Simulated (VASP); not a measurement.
# MgO (pbesol) (Fm-3m) in VASP: a series of runs

Runs on MgO (pbesol). Level: PBEsol. Tasks: single point, relaxation of cell and atoms.

All numbers are computed with VASP 6.6.1; they aren't measurements. Logs are shortened: lines on timing, memory, paths and dates and some standing lists are left out, and cuts for length are marked.

**Measured values to compare with.**

From “Electronic structure of alkaline earth and post-transition metal oxides”, 2009, arxiv:0908.1581, for a bulk crystal of MgO: band gap 7.83 eV.

The runs below are set against these values where they give the same quantity.

**1. The cell of the first run**

It takes space group Fm-3m (No. 225, cubic). The conventional cell has a = 4.217 Å, b = 4.217 Å, c = 4.217 Å, α = 90.00°, β = 90.00°, γ = 90.00°. Within 2.8 Å of Mg (site symmetry m-3m) lie 6 O at 2.11 Å. Within 2.8 Å of O (site symmetry m-3m) lie 6 Mg at 2.11 Å.

**2. Single point, PBEsol**

Contents of INCAR:

```
SYSTEM = MgO
PREC = Accurate
ENCUT = 520
EDIFF = 1E-6
ISMEAR = 0
SIGMA = 0.1
LREAL = .False.
LASPH = .True.
NELM = 60
ALGO = Normal
ISIF = 2
LWAVE = .False.
LCHARG = .False.
GGA = PS
NBANDS = 11
```

Contents of KPOINTS:

```
Automatic mesh
0
Gamma
  8 8 8
  0 0 0
```

Contents of POSCAR:

```
MgO
1.0
    0.0000000000      2.1085000000      2.1085000000
    2.1085000000      0.0000000000      2.1085000000
    2.1085000000      2.1085000000      0.0000000000
Mg O
1 1
Direct
    0.0000000000      0.0000000000      0.0000000000
    0.5000000000      0.5000000000      0.5000000000
```

Potentials or basis: VASP PAW PBE potentials, release 64 (Mg, O).

The run is started by

```
> cat potpaw_PBE.64/Mg/POTCAR potpaw_PBE.64/O/POTCAR > POTCAR
> mpirun -np 1 vasp_std > vasp.out
```

OUTCAR:

```text
SYSTEM = MgO
   PREC = Accurate
   ENCUT = 520
   EDIFF = 1E-6
   ISMEAR = 0
   LREAL = .False.
   LASPH = .True.
   NELM = 60
   ISIF = 2
   GGA = PS

 ion  position               nearest neighbor table
   1  0.000  0.000  0.000-   2 2.11   2 2.11   2 2.11   2 2.11   2 2.11   2 2.11
   2  0.500  0.500  0.500-   1 2.11   1 2.11   1 2.11   1 2.11   1 2.11   1 2.11

  LATTYP: Found a face centered cubic cell.
 ALAT       =     4.2170000000

  Lattice vectors:

 A1 = (   0.0000000000,   2.1085000000,   2.1085000000)
 A2 = (   2.1085000000,   0.0000000000,   2.1085000000)
 A3 = (   2.1085000000,   2.1085000000,   0.0000000000)

Analysis of symmetry for initial positions (statically):
=====================================================================
 Subroutine PRICEL returns:
 Original cell was already a primitive cell.

 Routine SETGRP: Setting up the symmetry group for a
 face centered cubic supercell.

 Subroutine GETGRP returns: Found 48 space group operations
 (whereof 48 operations were pure point group operations)
 out of a pool of 48 trial point group operations.

The static configuration has the point symmetry O_h .

Analysis of symmetry for dynamics (positions and initial velocities):
=====================================================================
 Subroutine PRICEL returns:
 Original cell was already a primitive cell.

 Routine SETGRP: Setting up the symmetry group for a
 face centered cubic supercell.

 Subroutine GETGRP returns: Found 48 space group operations
 (whereof 48 operations were pure point group operations)
 out of a pool of 48 trial point group operations.

The dynamic configuration has the point symmetry O_h .

 Subroutine INISYM returns: Found 48 space group operations
 (whereof 48 operations are pure point group operations),
 and found     1 'primitive' translations

----------------------------------------------------------------------------------------

                                     Primitive cell

  volume of cell :      18.7478

  direct lattice vectors                    reciprocal lattice vectors
     0.000000000  2.108500000  2.108500000    -0.237135404  0.237135404  0.237135404
     2.108500000  0.000000000  2.108500000     0.237135404 -0.237135404  0.237135404
     2.108500000  2.108500000  0.000000000     0.237135404  0.237135404 -0.237135404

  length of vectors
     2.981869296  2.981869296  2.981869296     0.410730569  0.410730569  0.410730569

  position of ions in fractional coordinates (direct lattice)
     0.000000000  0.000000000  0.000000000
     0.500000000  0.500000000  0.500000000

  ion indices of the primitive-cell ions
   primitive index   ion index
                 1           1
                 2           2

----------------------------------------------------------------------------------------

 KPOINTS: Automatic mesh

Automatic generation of k-mesh.
 Grid dimensions read from file:
 generate k-points for:    8    8    8

 Generating k-lattice:

  Cartesian coordinates                     Fractional coordinates (reciprocal lattice)
    -0.029641926  0.029641926  0.029641926     0.125000000  0.000000000  0.000000000
     0.029641926 -0.029641926  0.029641926     0.000000000  0.125000000  0.000000000
     0.029641926  0.029641926 -0.029641926     0.000000000  0.000000000  0.125000000

  Length of vectors
     0.051341321  0.051341321  0.051341321

  Shift w.r.t. Gamma in fractional coordinates (k-lattice)
     0.000000000  0.000000000  0.000000000

 Subroutine IBZKPT returns following result:
 ===========================================

 Found     29 irreducible k-points:

 Following reciprocal coordinates:
            Coordinates               Weight
  0.000000  0.000000  0.000000      1.000000
  0.125000  0.000000  0.000000      8.000000
  0.250000  0.000000  0.000000      8.000000
  0.375000  0.000000  0.000000      8.000000
  0.500000  0.000000  0.000000      4.000000
  0.125000  0.125000  0.000000      6.000000
[... 16 lines left out ...]
  0.500000  0.250000  0.125000     48.000000
 -0.375000  0.250000  0.125000     24.000000
 [... further k-points ...]
   k-points           NKPTS =     29   k-points in BZ     NKDIM =     29   number of bands    NBANDS=     11
   number of dos      NEDOS =    301   number of ions     NIONS =      2
   total plane-waves  NPLWV =  13824
   dimension x,y,z NGX =    24 NGY =   24 NGZ =   24
   dimension x,y,z NGXF=    48 NGYF=   48 NGZF=   48
   ions per type =               1   1
   NGX,Y,Z   is equivalent  to a cutoff of  13.38, 13.38, 13.38 a.u.
   NGXF,Y,Z  is equivalent  to a cutoff of  26.76, 26.76, 26.76 a.u.
 SYSTEM =  MgO
   PREC   = accura    normal or accurate (medium, high low for compatibility)
   ISTART =      0    job   : 0-new  1-cont  2-samecut
   ICHARG =      2    charge: 1-file 2-atom 10-const
   ISPIN  =      1    spin polarized calculation?
   LNONCOLLINEAR =      F non collinear calculations
   LSORBIT =      F    spin-orbit coupling
   LASPH  =      T    aspherical Exc in radial PAW
   ENCUT  =  520.0 eV  38.22 Ry    6.18 a.u.   5.54  5.54  5.54*2*pi/ulx,y,z
   NELM   =     60;   NELMIN=  2; NELMDL= -5     # of ELM steps
   EDIFF  = 0.1E-05   stopping-criterion for ELM
   LREAL  =      F    real-space projection
   EDIFFG = 0.1E-04   stopping-criterion for IOM
   NSW    =      0    number of steps for IOM
   IBRION =     -1    ionic relax: 0-MD 1-quasi-New 2-CG
   NFREE  =      0    steps in history (QN), initial steepest desc. (CG)
   ISIF   =      2    stress and relaxation
   ISYM   =      2    0-nonsym 1-usesym 2-fastsym
   POTIM  = 0.5000    time-step for ionic-motion
   TEBEG  =    0.0;   TEEND  =   0.0 temperature during run
   PSTRESS=    0.0 pullay stress
   NELECT =       8.0000    total number of electrons
   NUPDOWN=      -1.0000    fix difference up-down
   EMIN   =  10.00;   EMAX   =-10.00  energy-range for DOS
   EFERMI =   0.00;   METHOD = LEGACY
   ISMEAR =     0;   SIGMA  =   0.10  broadening in eV -4-tet -1-fermi 0-gaus
   EFERMI_NEDOS =   21; number of points for ismear=-14 and -15
   IALGO  =     38    algorithm
   IMIX   =      4    mixing-type and parameters
     AMIX     =   0.40;   BMIX     =  1.00
     AMIX_MAG =   1.60;   BMIX_MAG =  1.00
  volume/ion in A,a.u.               =       9.37        63.26
  Fermi-wavevector in a.u.,A,eV,Ry     =   1.232503  2.329092 20.668107  1.519063
  Thomas-Fermi vector in A             =   2.367270
   LORBIT       =      0    0 simple, 1 ext, 2 COOP (PROOUT), +10 PAW based schemes
   GGA     = PS    functional components
   LHFCALC =     F    Hartree Fock is set to
   AEXX    =    0.0000 exact exchange contribution
   IVDW    =     0    specifies the selected vdW correction
   LEPSILON=     F    determine dielectric tensor
   LRPA    =     F    only Hartree local field effects (RPA)
 non-spin polarized calculation
 Gauss-broadening in eV      SIGMA  =   0.10
  energy-cutoff  :      520.00
  volume of cell :       18.75
 maximum number of plane-waves:       531
 NGX is ok and might be reduce to    24
   NGX = 11   NGY = 11   NGZ = 11

 number of electron       8.0000005 magnetization

 Free energy of the ion-electron system (eV)
  ---------------------------------------------------
  ext. energy  EPLUGINS =         0.00000000
  ---------------------------------------------------
  free energy    TOTEN  =       -12.51231128 eV

  energy without entropy =      -12.51231128  energy(sigma->0) =      -12.51231128

 E-fermi :   3.5314     XC(G=0): -11.2934

 val. band max:        3.0410440352   @ k =   0.0000   0.0000   0.0000
 cond. band min:       7.6414155130   @ k =   0.0000   0.0000   0.0000
 fundamental gap:      4.6003714778
 Fermi energy:         3.5314151915

 k-point     1 :       0.0000    0.0000    0.0000
  band No.  band energies     occupation
      1     -14.1466      2.00000
      2       3.0410      2.00000
      3       3.0410      2.00000
      4       3.0410      2.00000
      5       7.6414      0.00000
      6      18.6533      0.00000
      7      18.6533      0.00000
      8      18.6533      0.00000
      9      22.4867      0.00000
     10      24.3662      0.00000
     11      24.3662      0.00000

 k-point     2 :       0.1250    0.0000    0.0000
  band No.  band energies     occupation
      1     -13.9811      2.00000
      2       2.0718      2.00000
      3       2.9369      2.00000
      4       2.9369      2.00000
      5       8.5628      0.00000
      6      16.9628      0.00000
      7      19.0127      0.00000
      8      19.0127      0.00000
      9      23.3966      0.00000
     10      23.3966      0.00000
     11      24.6750      0.00000

 k-point     3 :       0.2500    0.0000    0.0000
  band No.  band energies     occupation
      1     -13.5506      2.00000
      2       0.3516      2.00000
      3       2.6970      2.00000
      4       2.6970      2.00000
      5       9.9977      0.00000
      6      15.4319      0.00000
      7      19.5132      0.00000
      8      19.5132      0.00000
      9      22.9971      0.00000
     10      22.9971      0.00000
     11      24.8456      0.00000

 k-point     4 :       0.3750    0.0000    0.0000
  band No.  band energies     occupation
      1     -13.0640      2.00000
      2      -1.0685      2.00000
      3       2.4716      2.00000
      4       2.4716      2.00000
      5      10.6809      0.00000
      6      15.2655      0.00000
      7      19.3484      0.00000
      8      19.3484      0.00000
      9      24.0646      0.00000
     10      24.2927      0.00000
     11      24.2927      0.00000

 k-point     5 :       0.5000    0.0000    0.0000
  band No.  band energies     occupation
      1     -12.8410      2.00000
      2      -1.6238      2.00000
      3       2.3819      2.00000
      4       2.3819      2.00000
      5      10.7636      0.00000
      6      15.5058      0.00000
      7      19.1820      0.00000
      8      19.1820      0.00000
      9      23.7536      0.00000
     10      25.3334      0.00000
     11      25.3334      0.00000
[... 211 lines left out ...]
 k-point    21 :       0.5000    0.5000    0.0000
  band No.  band energies     occupation
      1     -12.5772      2.00000
      2      -1.0904      2.00000
      3       1.6795      2.00000
      4       1.6795      2.00000
      5      11.9583      0.00000
      6      12.8798      0.00000
      7      15.9769      0.00000
      8      21.8312      0.00000
      9      21.8312      0.00000
     10      28.2073      0.00000
     11      29.7470      0.00000

 k-point    22 :       0.3750    0.2500    0.1250
  band No.  band energies     occupation
      1     -13.2418      2.00000
      2      -0.0080      2.00000
      3       1.8740      2.00000
      4       2.4197      2.00000
      5      11.4076      0.00000
      6      14.3346      0.00000
      7      17.9640      0.00000
      8      20.4125      0.00000
      9      20.9652      0.00000
     10      25.2973      0.00000
     11      28.6640      0.00000

 k-point    23 :       0.5000    0.2500    0.1250
  band No.  band energies     occupation
      1     -12.8583      2.00000
      2      -0.7057      2.00000
      3       1.2908      2.00000
      4       2.1650      2.00000
      5      12.3852      0.00000
      6      14.5255      0.00000
      7      16.8115      0.00000
      8      20.0137      0.00000
      9      22.5344      0.00000
     10      25.2530      0.00000
     11      28.8714      0.00000

 k-point    24 :      -0.3750    0.2500    0.1250
  band No.  band energies     occupation
      1     -12.6874      2.00000
      2      -1.0032      2.00000
      3       1.0808      2.00000
      4       2.0445      2.00000
      5      12.5468      0.00000
      6      15.0877      0.00000
      7      16.3822      0.00000
      8      19.7687      0.00000
      9      23.3753      0.00000
     10      24.9206      0.00000
     11      29.0067      0.00000

 [... further k-points ...]
[... 5 lines left out ...]
  --------------------------------------------------------------------------------------
  -------------------------------------------------------------------------------------
  Total       -0.0979574     -0.0979574     -0.0979574      0.0000000     -0.0000000      0.0000000
  in kB       -8.3713766     -8.3713766     -8.3713766      0.0000000     -0.0000000      0.0000000
  external PRESSURE =      -8.3713766 kB  Pullay stress =       0.0000000 kB

 VOLUME and BASIS-vectors are now :
 -----------------------------------------------------------------------------
  energy-cutoff  :      520.00
  volume of cell :       18.75
      direct lattice vectors                 reciprocal lattice vectors
     0.000000000  2.108500000  2.108500000    -0.237135404  0.237135404  0.237135404
     2.108500000  0.000000000  2.108500000     0.237135404 -0.237135404  0.237135404
     2.108500000  2.108500000  0.000000000     0.237135404  0.237135404 -0.237135404

 POSITION                                       TOTAL-FORCE (eV/Angst)
 -----------------------------------------------------------------------------------
      0.00000      0.00000      0.00000        -0.000000      0.000000     -0.000000
      2.10850      2.10850      2.10850         0.000000     -0.000000      0.000000
 -----------------------------------------------------------------------------------
    total drift:                               -0.000000     -0.000000      0.000000

  FREE ENERGIE OF THE ION-ELECTRON SYSTEM (eV)
  ---------------------------------------------------
  free  energy   TOTEN  =       -12.5123112827 eV

  energy  without entropy=      -12.5123112827  energy(sigma->0) =      -12.51231128
```

It took 6.1 s on 1 thread of Intel Xeon Platinum 8488C (Sapphire Rapids), shared host; peak memory 0.14 GiB.

What came out:

```yaml
Free_energy: -12.5123 eV
Pressure: -0.8 GPa
Band_gap_on_the_k_mesh: 4.60 eV, direct
```

Levels at points of the mesh, in eV from the valence-band top:
```tsv
k point	band 1	band 2	band 3	band 4	band 5	band 6	band 7	band 8
(0.00, 0.00, 0.00)	-17.19	0.00	0.00	0.00	4.60	15.61	15.61	15.61
(0.50, 0.00, 0.00)	-15.88	-4.66	-0.66	-0.66	7.72	12.46	16.14	16.14
(0.50, 0.50, 0.00)	-15.62	-4.13	-1.36	-1.36	8.92	9.84	12.94	18.79
```

Caveat: the PAW data sets were made with another functional, which shifts forces and pressure a little.

**3. Single point, PBEsol**

This run uses another cell than the first one, of 8.70 Å³/atom, 0.928 times its volume.

Contents of INCAR:

```
  PREC = Accurate
  ENCUT = 520
  EDIFF = 1E-7
  ISMEAR = 0
  SIGMA = 0.02
  LREAL = F
  LASPH = T
  NELM = 100
  ALGO = Normal
  ISIF = 2
  LWAVE = F
  LCHARG = F
  GGA = PS
  NBANDS = 11
```

Contents of KPOINTS:

```
Automatic mesh
0
Gamma
  10 10 10
```

Contents of POSCAR:

```
MgO
1.0
    0.0000000000      2.0566407886      2.0566407886
    2.0566407886      0.0000000000      2.0566407886
    2.0566407886      2.0566407886      0.0000000000
Mg O
1 1
Direct
    0.0000000000      0.0000000000      0.0000000000
    0.5000000000      0.5000000000      0.5000000000
```

Potentials or basis: VASP PAW PBE potentials, release 64 (Mg, O).

The run is started by

```
> cat potpaw_PBE.64/Mg/POTCAR potpaw_PBE.64/O/POTCAR > POTCAR
> mpirun -np 1 vasp_std > vasp.out
```

Wall time 6.3 s (1 thread of Intel Xeon Platinum 8488C (Sapphire Rapids), shared host); peak memory 0.14 GiB.

The run converged. Its results:

| Property | Result |
| --- | --- |
| Free energy | -12.4631 eV |
| Pressure | 12.9 GPa |
| Band gap on the k mesh | 5.35 eV, direct |

Levels at points of the mesh, in eV from the valence-band top:
| k point | band 1 | band 2 | band 3 | band 4 | band 5 | band 6 | band 7 | band 8 |
| --- | --- | --- | --- | --- | --- | --- | --- | --- |
| (0.00, 0.00, 0.00) | -17.59 | 0.00 | 0.00 | 0.00 | 5.35 | 16.02 | 16.02 | 16.02 |
| (0.50, 0.00, 0.00) | -16.08 | -5.01 | -0.75 | -0.75 | 8.20 | 13.32 | 16.91 | 16.91 |
| (0.50, 0.50, 0.00) | -15.80 | -4.45 | -1.47 | -1.47 | 8.99 | 10.66 | 13.74 | 19.95 |

Caveat: the PAW data sets were made with another functional, which shifts forces and pressure a little. A hybrid or GW would open this gap; PBEsol tends to underestimate it.

**4. Relaxation of cell and atoms, PBEsol, target pressure 13.3 GPa, at which the enthalpy is minimised**

Contents of INCAR:

```
SYSTEM = MgO
PREC = Accurate
ENCUT = 600
EDIFF = 1E-6
ISMEAR = 0
SIGMA = 0.02
LREAL = .False.
LASPH = .True.
NELM = 100
ALGO = Normal
ISIF = 3
LWAVE = .False.
LCHARG = .False.
GGA = PS
IBRION = 2
NSW = 100
EDIFFG = -0.002
PSTRESS = 133.0
```

Contents of KPOINTS:

```
regular mesh
0
Gamma
  10 10 10
  0 0 0
```

Contents of POSCAR:

```
MgO
1.0
    0.0000000000      2.1085000000      2.1085000000
    2.1085000000      0.0000000000      2.1085000000
    2.1085000000      2.1085000000      0.0000000000
Mg O
1 1
Direct
    0.0000000000      0.0000000000      0.0000000000
    0.5000000000      0.5000000000      0.5000000000
```

The run is started by

```
> cat potpaw_PBE.64/Mg/POTCAR potpaw_PBE.64/O/POTCAR > POTCAR
> mpirun -np 1 vasp_std > vasp.out
```

Run time: 16 s. Hardware: 1 thread of Intel Xeon Platinum 8488C (Sapphire Rapids), shared host; peak memory 0.15 GiB.

It converged, with:

```
Free energy                                            : -12.4658 eV
Relaxed volume                                         : 8.67 Å³/atom
Relaxed cell                                           : a = 2.906 Å, b = 2.906 Å, c = 2.906 Å, α = 60.00°, β = 60.00°, γ = 60.00°
Space group after relaxing (to 0.05 Å)                 : Fm-3m (No. 225)
Energy change on relaxing (the enthalpy is what falls) : +24.8 meV/atom
Ionic steps                                            : 6
Pressure after relaxing                                : 13.3 GPa
Band gap on the k mesh                                 : 5.39 eV, direct
```

Step by step:
| step | energy change (eV) | largest force (eV/Å) | pressure (GPa) | volume (Å³) |
| --- | --- | --- | --- | --- |
| 1 | 0.0000 | 0.0000 | -1.05 | 18.75 |
| 2 | 0.1400 | 0.0000 | 24.16 | 16.56 |
| 3 | 0.0493 | 0.0000 | 13.26 | 17.35 |
| 4 | 0.0516 | 0.0000 | 13.58 | 17.32 |
| 5 | 0.0486 | 0.0000 | 13.14 | 17.36 |
| 6 | 0.0495 | 0.0000 | 13.30 | 17.34 |

Final structure:
```
CELL_PARAMETERS angstrom
0.00000 2.05452 2.05452
2.05452 0.00000 2.05452
2.05452 2.05452 0.00000
ATOMIC_POSITIONS crystal
Mg 0.00000 0.00000 0.00000
O 0.50000 0.50000 0.50000
```

Levels at points of the mesh, in eV from the valence-band top:
```
           k point  band 1  band 2  band 3  band 4  band 5  band 6  band 7  band 8
(0.00, 0.00, 0.00)  -17.61    0.00    0.00    0.00    5.39   16.04   16.04   16.04
(0.50, 0.00, 0.00)  -16.09   -5.02   -0.75   -0.75    8.22   13.35   16.95   16.95
(0.50, 0.50, 0.00)  -15.80   -4.46   -1.47   -1.47    8.99   10.70   13.78   20.00
```

Caveat: the cell is relaxed towards a set pressure, so the enthalpy falls and the energy may rise; the PAW data sets were made with another functional, which shifts forces and pressure a little.

**5. The runs side by side**

| task | cell | k mesh | cutoff (eV) | smearing | gap on the mesh (eV) | pressure (GPa) |
| --- | --- | --- | --- | --- | --- | --- |
| single point | a = 2.982 Å, angles 60.0°, 2 atoms | 8 × 8 × 8 | 520 | gaussian 0.1 eV | 4.60 | -0.8 |
| single point | a = 2.909 Å, angles 60.0°, 2 atoms | 10 × 10 × 10 | 520 | gaussian 0.02 eV | 5.35 | 12.9 |
| relaxation of cell and atoms | relaxed to 13.3 GPa from a = 2.982 Å, angles 60.0°, 2 atoms | 10 × 10 × 10 | 600 | gaussian 0.02 eV | 5.39 | 13.3 |

Alike in all rows: level PBEsol; potentials or basis VASP PAW PBE potentials, release 64 (Mg, O); no spin polarisation.

Caveats: the PAW data sets were made with another functional, which shifts forces and pressure a little; the cell is relaxed towards a set pressure, so the enthalpy falls and the energy may rise (some runs).

Absolute energies hang on the potentials; compare differences alone.

**6. Comparison with measurements**

Step 2. Against the measured gap of MgO, 7.83 eV (quoted in “Electronic structure of alkaline earth and post-transition metal oxides”, 2009, arxiv:0908.1581), the calculated 4.60 eV is off by -3.23 eV. The value is that of PBEsol, without temperature or zero-point motion. Semilocal functionals fall short of measured gaps as a rule.
